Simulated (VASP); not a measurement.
Write the native input for VASP 6.6.1 that does the following.

* Task: single point
* Functional: PBE
* Potentials or basis: VASP PAW PBE potentials, release 64 (P, B, Bi_d)
* Cutoff: 520 eV
* k mesh: 8 × 8 × 8
* Occupations: fermi-dirac, width 0.02 eV
* Spin: no spin polarisation
* Dipole correction: no
* Further INCAR settings: ALGO = Normal; EDIFF = 1e-06; NBANDS = 41

The structure of Bi3B4P lies in POSCAR:

```
Bi3B4P
1.0
   -2.6215457155      2.6215457155      5.2118380671
    2.6215457155     -2.6215457155      5.2118380671
    2.6215457155      2.6215457155     -5.2118380671
P B Bi
1 4 3
Direct
    0.0000000000      0.0000000000      0.0000000000
    0.6718155180      0.6718155180      0.5702621274
    0.8984466095      0.3281844820      0.0000000000
    0.1015533905      0.1015533905      0.4297378726
    0.3281844820      0.8984466095      0.0000000000
    0.2500000000      0.7500000000      0.5000000000
    0.5000000000      0.5000000000      0.0000000000
    0.7500000000      0.2500000000      0.5000000000
```

The input as run:

INCAR

```
SYSTEM = Bi3B4P
PREC = Accurate ; ENCUT = 520
EDIFF = 1E-6 ; ISMEAR = -1
SIGMA = 0.02 ; LREAL = .False.
LASPH = .True. ; NELM = 60
ALGO = Normal ; ISIF = 2
LWAVE = .False. ; LCHARG = .False.
GGA = PE ; NBANDS = 41
```

KPOINTS

```
regular mesh
0
Gamma
  8 8 8
  0 0 0
```

Potentials or basis: VASP PAW PBE potentials, release 64 (P, B, Bi_d).

Command:

```console
$ cat potpaw_PBE.64/P/POTCAR potpaw_PBE.64/B/POTCAR potpaw_PBE.64/Bi_d/POTCAR > POTCAR
$ mpirun -np 1 vasp_std > vasp.out
```

It gave:

The pressure is 1.2 GPa. The largest force is 0.073 eV/Å. The band gap on the k mesh is 0.47 eV (least direct gap 0.63 eV).

Caveat: spin-orbit coupling is left out, which moves the levels of the heavy elements.

Run time: 3.6 min on 1 thread of Intel(R) Xeon(R) 6975P-C (Granite Rapids) (shared host), peak memory 0.5 GiB.
